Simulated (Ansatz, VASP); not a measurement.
# One calculation of Mn2RuSe4, two programs

```
Mn Ru Se
1.0
     5.53054    0.00000    0.00000
    -2.76527    4.78959    0.00000
     0.00000    0.00000    9.40667
Mn Ru Se
2 1 4
Direct
  0.00000 0.00000 0.74648
  0.00000 0.00000 0.25352
  0.00000 0.00000 0.00000
  0.50000 0.00000 0.00000
  0.00000 0.50000 0.00000
  0.50000 0.50000 0.00000
  0.00000 0.00000 0.50000
```

Alike in both runs: functional PBE; k mesh 3 × 3 × 2; occupations gaussian, width 0.15 eV; collinear spin.

Ansatz relaxed the structure, and its values are those at the end. VASP's run is a single point on that final structure, the one shown.

|  | VASP | Ansatz |
| --- | --- | --- |
| version | VASP 6.6.1 | Ansatz 0.2.0 |
| potentials or method | VASP PAW PBE potentials, release 64 (Mn_pv, Ru_pv, Se), cutoff 520 eV | scalar-relativistic, plane waves, PAW |
| valence electrons in the cell | 64 | 110 |

Ansatz gave:

```
gap on the k mesh at the Fermi level (eV)                     : none
pressure (GPa)                                                : 0.0
rms of the force components (eV/Å)                            : 0.017
net moment per atom (μB)                                      : 1.23
size of the moment on the site where the two differ most (μB) : 3.95
```

Problem. Estimate VASP's values.

Solution. gap on the k mesh at the Fermi level (eV): none; pressure (GPa): 0.0; rms of the force components (eV/Å): 0.014; net moment per atom (μB): 1.23; size of the moment on the site where the two differ most (μB): 4.20.

Site moments also hang on the region over which each program counts them. A gap of «none» marks a metal or a gap that the smearing closes. VASP's potentials hold 64 valence electrons a cell and Ansatz's 110, so a difference there can come from the potentials and not from the codes.

The k mesh is coarse, so the values compare programs but aren't converged.
